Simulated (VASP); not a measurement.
Here is a VASP 6.6.1 calculation.

Contents of POSCAR:

```
BaTiO3
1.0
    4.3134871900      0.0000000000      0.0000000000
    0.0000000000      4.3134871900      0.0000000000
    0.0000000000      0.0000000000      3.9941038383
Ba Ti O
1 1 3
Direct
    0.0000000000      0.0000000000      0.0000000000
    0.5000000000      0.5000000000      0.5000000000
    0.5000000000      0.5000000000      0.0000000000
    0.5000000000      0.0000000000      0.5000000000
    0.0000000000      0.5000000000      0.5000000000
```

Contents of INCAR.step1:

```
PREC = Accurate
ENCUT = 520
ISMEAR = 0
SIGMA = 0.05
LREAL = F
LASPH = T
NELM = 80
NBANDS = 28
GGA = PE
ALGO = Normal
EDIFF = 1E-4
LWAVE = T
LCHARG = F
```

The input INCAR.step2:

```
PREC = Accurate
ENCUT = 520
EDIFF = 1E-6
ISMEAR = 0
SIGMA = 0.05
LREAL = F
LASPH = T
NELM = 80
ALGO = Normal
ISIF = 2
LWAVE = F
LCHARG = F
METAGGA = R2SCAN
LMIXTAU = T
NBANDS = 28
ISTART = 1
```

Contents of KPOINTS:

```
Automatic mesh
0
Gamma
  8 8 8
```

Potentials or basis: VASP PAW PBE potentials, release 64 (Ba_sv, Ti_sv, O).

Command:

```sh
$ cat potpaw_PBE.64/Ba_sv/POTCAR potpaw_PBE.64/Ti_sv/POTCAR potpaw_PBE.64/O/POTCAR > POTCAR
$ cp INCAR.step1 INCAR
$ mpirun -np 1 vasp_std > vasp.out
$ cp INCAR.step2 INCAR
$ mpirun -np 1 vasp_std > vasp.out
```

Predict the band gap on the k mesh.

1.67 eV (least direct gap 1.93 eV).

What does it give for the pressure?

-17.6 GPa.

Stress tensor (GPa, compression positive):
```
-20.46   0.00   0.00
  0.00 -20.46   0.00
  0.00   0.00 -11.87
```

Caveat: the cell differs from its parent crystal (strain +0.080 along x and y, +0.000 along z); the cell stands under tension; the PAW data sets were made with another functional, which shifts forces and pressure a little; spin-orbit coupling is left out, which moves the levels of the heavy elements. A k mesh can miss the band edges.
